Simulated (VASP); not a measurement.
# WS2 in VASP: further runs

WS2 is run at these levels: PBE+D3(BJ); tasks: single point.

Program: VASP 6.6.1. These are calculated values, not measurements. Logs are shortened: lines on timing, memory, paths and dates and some standing lists are left out, and cuts for length are marked.

### 1 The cell of the first run

The cell holds a slab with vacuum, 3 atoms: a = 3.195 Å, b = 3.169 Å, c = 14.621 Å, α = 80.78°, β = 108.54°, γ = 120.28°.

### 2 Single point, PBE+D3(BJ) (engineering shear strain xz -0.3000, normal strain along z -0.1500)

The input, INCAR:

```
SYSTEM = WS2
PREC = Accurate
ENCUT = 520
EDIFF = 1E-7
ISMEAR = 0
SIGMA = 0.05
LREAL = .FALSE.
LASPH = .TRUE.
NELM = 60
ALGO = Normal
ISIF = 2
LWAVE = .FALSE.
LCHARG = .TRUE.
GGA = PE
IVDW = 12
LELF = .TRUE.
LVHAR = .TRUE.
NBANDS = 20
```

The input, KPOINTS:

```
regular mesh
0
G
  12 12 2
  0 0 0
```

The input, POSCAR:

```
WS2
1.0
    3.1597167055      0.0000000000     -0.4739575058
   -1.5798583527      2.7363949357      0.2369787529
   -2.5409197093      0.0000000000     14.3985450196
W S
1 2
Direct
    0.3328927176      0.6657854352      0.0000000000
    0.5021383596      0.3337739491      0.8867671307
    0.8316355894      0.3337739491      0.1132328693
```

Potentials or basis: VASP PAW PBE potentials, release 64 (W_sv, S).

Command:

```bash
$ cat potpaw_PBE.64/W_sv/POTCAR potpaw_PBE.64/S/POTCAR > POTCAR
$ mpirun -np 1 vasp_std > vasp.out
```

OUTCAR:

```text
SYSTEM = WS2
   PREC = Accurate
   ENCUT = 520
   EDIFF = 1E-7
   ISMEAR = 0
   LREAL = .FALSE.
   LASPH = .TRUE.
   NELM = 60
   ISIF = 2
   GGA = PE
   IVDW = 12
 IVDW          = 12

 ion  position               nearest neighbor table
   1  0.333  0.666  0.000-   2 2.41   3 2.41   3 2.42   2 2.42   2 2.42   3 2.42
   2  0.502  0.334  0.887-   1 2.41   1 2.42   1 2.42
   3  0.832  0.334  0.113-   1 2.41   1 2.42   1 2.42

  LATTYP: Found a base centered monoclinic cell.
 ALAT       =     3.1950657859
 B/A-ratio  =     1.7128880086
 C/A-ratio  =     4.3624548213
 COS(beta)  =    -0.1042900232

  Lattice vectors:

 A1 = (   1.5798583527,  -2.7363949357,  -0.2369787529)
 A2 = (   1.5798583528,   2.7363949357,  -0.2369787529)
 A3 = (   0.6187969962,   0.0000000000,  13.9245875138)

Analysis of symmetry for initial positions (statically):
=====================================================================
 Subroutine PRICEL returns:
 Original cell was already a primitive cell.

 Routine SETGRP: Setting up the symmetry group for a
 base centered monoclinic supercell.

 Subroutine GETGRP returns: Found  2 space group operations
 (whereof  2 operations were pure point group operations)
 out of a pool of  4 trial point group operations.

The static configuration has the point symmetry C_2 .

Analysis of symmetry for dynamics (positions and initial velocities):
=====================================================================
 Subroutine PRICEL returns:
 Original cell was already a primitive cell.

 Routine SETGRP: Setting up the symmetry group for a
 base centered monoclinic supercell.

 Subroutine GETGRP returns: Found  2 space group operations
 (whereof  2 operations were pure point group operations)
 out of a pool of  4 trial point group operations.

The dynamic configuration has the point symmetry C_2 .

 Subroutine INISYM returns: Found  2 space group operations
 (whereof  2 operations are pure point group operations),
 and found     1 'primitive' translations

----------------------------------------------------------------------------------------

                                     Primitive cell

  volume of cell :     121.1978

  direct lattice vectors                    reciprocal lattice vectors
     3.159716706  0.000000000 -0.473957506     0.325089376  0.182722162  0.057368713
    -1.579858353  2.736394936  0.236978753     0.000000000  0.365444325  0.000000000
    -2.540919709  0.000000000 14.398545020     0.010700981 -0.000000000  0.071339870

  length of vectors
[... 83 lines left out ...]
   NELM   =     60;   NELMIN=  2; NELMDL= -5     # of ELM steps
   EDIFF  = 0.1E-06   stopping-criterion for ELM
   LREAL  =      F    real-space projection
   EDIFFG = 0.1E-05   stopping-criterion for IOM
   NSW    =      0    number of steps for IOM
   IBRION =     -1    ionic relax: 0-MD 1-quasi-New 2-CG
   NFREE  =      0    steps in history (QN), initial steepest desc. (CG)
   ISIF   =      2    stress and relaxation
   ISYM   =      2    0-nonsym 1-usesym 2-fastsym
   POTIM  = 0.5000    time-step for ionic-motion
   TEBEG  =    0.0;   TEEND  =   0.0 temperature during run
   PSTRESS=    0.0 pullay stress
   NELECT =      26.0000    total number of electrons
   NUPDOWN=      -1.0000    fix difference up-down
   EMIN   =  10.00;   EMAX   =-10.00  energy-range for DOS
   EFERMI =   0.00;   METHOD = LEGACY
   ISMEAR =     0;   SIGMA  =   0.05  broadening in eV -4-tet -1-fermi 0-gaus
   EFERMI_NEDOS =   21; number of points for ismear=-14 and -15
   IALGO  =     38    algorithm
   IMIX   =      4    mixing-type and parameters
     AMIX     =   0.40;   BMIX     =  1.00
     AMIX_MAG =   1.60;   BMIX_MAG =  1.00
  volume/ion in A,a.u.               =      40.40       272.63
  Fermi-wavevector in a.u.,A,eV,Ry     =   0.980019  1.851967 13.067537  0.960437
  Thomas-Fermi vector in A             =   2.110917
   LORBIT       =      0    0 simple, 1 ext, 2 COOP (PROOUT), +10 PAW based schemes
   GGA     = PE    functional components
   LHFCALC =     F    Hartree Fock is set to
   AEXX    =    0.0000 exact exchange contribution
   IVDW    =    12    specifies the selected vdW correction
   LEPSILON=     F    determine dielectric tensor
   LRPA    =     F    only Hartree local field effects (RPA)
 non-spin polarized calculation
 Gauss-broadening in eV      SIGMA  =   0.05
  energy-cutoff  :      520.00
  volume of cell :      121.20
 maximum number of plane-waves:      3288
   NGX = 11   NGY = 11   NGZ = 55

 number of electron      26.0000002 magnetization

 Free energy of the ion-electron system (eV)
  ---------------------------------------------------
  ext. energy  EPLUGINS =         0.00000000
  ---------------------------------------------------
  free energy    TOTEN  =       -23.67177025 eV

  energy without entropy =      -23.67177025  energy(sigma->0) =      -23.67177025

 E-fermi :   0.2185     XC(G=0):  -5.5511

 val. band max:       -0.1785064027   @ k =   0.3333   0.3333   0.0000
 cond. band min:       1.6648023708   @ k =   0.3333   0.3333   0.0000
 fundamental gap:      1.8433087735
 Fermi energy:         0.2185094446

 k-point     1 :       0.0000    0.0000    0.0000
  band No.  band energies     occupation
      1     -74.2027      2.00000
      2     -38.4407      2.00000
      3     -38.2962      2.00000
      4     -38.2771      2.00000
      5     -14.9448      2.00000
      6     -13.3143      2.00000
[... 541 lines left out ...]
     19       8.4224      0.00000
     20       8.9550      0.00000

 [... further k-points ...]

------------------------ aborting loop because EDIFF is reached ----------------------------------------

 Edisp (eV)   -0.92663

 E8    (eV) :    -0.4144

  FORCE on cell =-STRESS in cart. coord.  units (eV):
  Direction    XX          YY          ZZ          XY          YZ          ZX
  --------------------------------------------------------------------------------------
  -------------------------------------------------------------------------------------
  Total      -0.89544    -0.21454    -0.06658    -0.00000     0.00000     0.12730
  in kB     -11.83728    -2.83616    -0.88012    -0.00000     0.00000     1.68279
  external pressure =       -5.18 kB  Pullay stress =        0.00 kB

 VOLUME and BASIS-vectors are now :
 -----------------------------------------------------------------------------
  energy-cutoff  :      520.00
  volume of cell :      121.20
      direct lattice vectors                 reciprocal lattice vectors
     3.159716706  0.000000000 -0.473957506     0.325089376  0.182722162  0.057368713
    -1.579858353  2.736394936  0.236978753     0.000000000  0.365444325  0.000000000
    -2.540919709  0.000000000 14.398545020     0.010700981 -0.000000000  0.071339870

 POSITION                                       TOTAL-FORCE (eV/Angst)
 -----------------------------------------------------------------------------------
      0.00000      1.82185      0.00000        -0.000000     -0.000156     -0.000000
     -1.19390      0.91334     12.60926        -0.000547      0.000078     -0.003554
      1.81270      0.91334      1.31533         0.000547      0.000078      0.003554
 -----------------------------------------------------------------------------------
    total drift:                                0.000000     -0.000042      0.000000

  FREE ENERGIE OF THE ION-ELECTRON SYSTEM (eV)
  ---------------------------------------------------
  free  energy   TOTEN  =       -24.5983975611 eV

  energy  without entropy=      -24.5983975611  energy(sigma->0) =      -24.59839756
```

stdout:

```text
POSCAR found type information on POSCAR W S
 POSCAR found :  2 types and       3 ions
 scaLAPACK will be used
 LDA part: xc-table for (Slater+PW92), standard interpolation
 POSCAR, INCAR and KPOINTS ok, starting setup
 FFT: planning ... GRIDC
 FFT: planning ... GRID_SOFT
 FFT: planning ... GRID
 WAVECAR not read
 entering main loop
```

It took 9.7 min on 1 thread of AMD EPYC 7R13, shared host; peak memory 0.34 GiB.

Results:

| Item | Value |
| --- | --- |
| Free energy | -24.5984 eV |
| Largest force | 0.004 eV/Å |
| Band gap on the k mesh | 1.84 eV |
| Dispersion energy per atom | -0.309 eV |

Forces on the atoms (eV/Å):
```
W    0.000  0.000  0.000
S   -0.001  0.000 -0.004
S    0.001  0.000  0.004
```

Levels at points of the mesh, in eV from the valence-band top:
```tsv
k point	band 11	band 12	band 13	band 14	band 15	band 16
(0.00, 0.00, 0.00)	-1.65	-1.57	-0.07	2.87	2.93	2.99
(0.50, 0.00, 0.00)	-2.17	-1.23	-0.95	2.86	3.32	4.08
(0.00, 0.50, 0.00)	-2.13	-1.34	-0.90	2.89	3.33	4.03
(0.00, 0.00, 0.50)	-1.65	-1.57	-0.07	2.87	2.93	2.99
(0.50, 0.00, 0.50)	-2.17	-1.23	-0.95	2.86	3.32	4.08
(0.00, 0.50, 0.50)	-2.13	-1.34	-0.90	2.89	3.33	4.03
```

Caveat: the cell differs from its parent crystal (engineering shear strain xz -0.3000, normal strain along z -0.1500); spin-orbit coupling is left out, which moves the levels of the heavy elements.

### 3 Single point, PBE+D3(BJ) (engineering shear strain xz -0.3000, normal strain along z +0.0000)

The input, INCAR:

```
PREC = Accurate ; ENCUT = 520
EDIFF = 1E-6 ; ISMEAR = 0
SIGMA = 0.05 ; LREAL = F
LASPH = T ; NELM = 60
ALGO = Normal ; ISIF = 2
LWAVE = F ; LCHARG = F
GGA = PE ; IVDW = 12
NBANDS = 20
```

The input, KPOINTS:

```
regular mesh
0
Gamma
  12 12 2
```

The input, POSCAR:

```
WS2
1.0
    3.1597167055      0.0000000000     -0.4739575058
   -1.5798583527      2.7363949357      0.2369787529
   -2.5409197093      0.0000000000     16.9394647289
W S
1 2
Direct
    0.3328928006      0.6657856011      0.0000000000
    0.5161226202      0.3337738661      0.9041435050
    0.8176512458      0.3337738661      0.0958564950
```

Potentials or basis: VASP PAW PBE potentials, release 64 (W_sv, S).

Command:

```bash
$ cat potpaw_PBE.64/W_sv/POTCAR potpaw_PBE.64/S/POTCAR > POTCAR
$ mpirun -np 1 vasp_std > vasp.out
```

It took 9.4 min on 1 thread of AMD EPYC 7R13, shared host; peak memory 0.38 GiB.

The run converged. Its results:

* Free energy: -24.5944 eV
* Largest force: 0.003 eV/Å
* Band gap on the k mesh: 1.84 eV
* Dispersion energy per atom: -0.308 eV

Forces on the atoms (eV/Å):
```
W    0.000  0.000  0.000
S   -0.001  0.000 -0.003
S    0.001  0.000  0.003
```

Levels at points of the mesh, in eV from the valence-band top:
| k point | band 9 | band 10 | band 11 | band 12 | band 13 | band 14 | band 15 | band 16 | band 17 | band 18 |
| --- | --- | --- | --- | --- | --- | --- | --- | --- | --- | --- |
| (0.00, 0.00, 0.00) | -2.78 | -2.13 | -1.65 | -1.57 | -0.07 | 2.87 | 2.93 | 2.99 | 3.10 | 4.94 |
| (0.50, 0.00, 0.00) | -4.44 | -3.36 | -2.17 | -1.23 | -0.95 | 2.86 | 3.32 | 4.08 | 4.75 | 5.11 |
| (0.00, 0.50, 0.00) | -4.43 | -3.49 | -2.13 | -1.34 | -0.90 | 2.89 | 3.33 | 4.03 | 4.70 | 5.16 |
| (0.00, 0.00, 0.50) | -2.78 | -2.13 | -1.65 | -1.57 | -0.07 | 2.87 | 2.93 | 2.99 | 3.10 | 5.02 |
| (0.50, 0.00, 0.50) | -4.44 | -3.36 | -2.17 | -1.23 | -0.95 | 2.86 | 3.32 | 4.08 | 4.75 | 5.11 |
| (0.00, 0.50, 0.50) | -4.43 | -3.49 | -2.13 | -1.34 | -0.90 | 2.89 | 3.33 | 4.03 | 4.70 | 5.16 |

Caveat: the cell differs from its parent crystal (engineering shear strain xz -0.3000, normal strain along z +0.0000); spin-orbit coupling is left out, which moves the levels of the heavy elements.
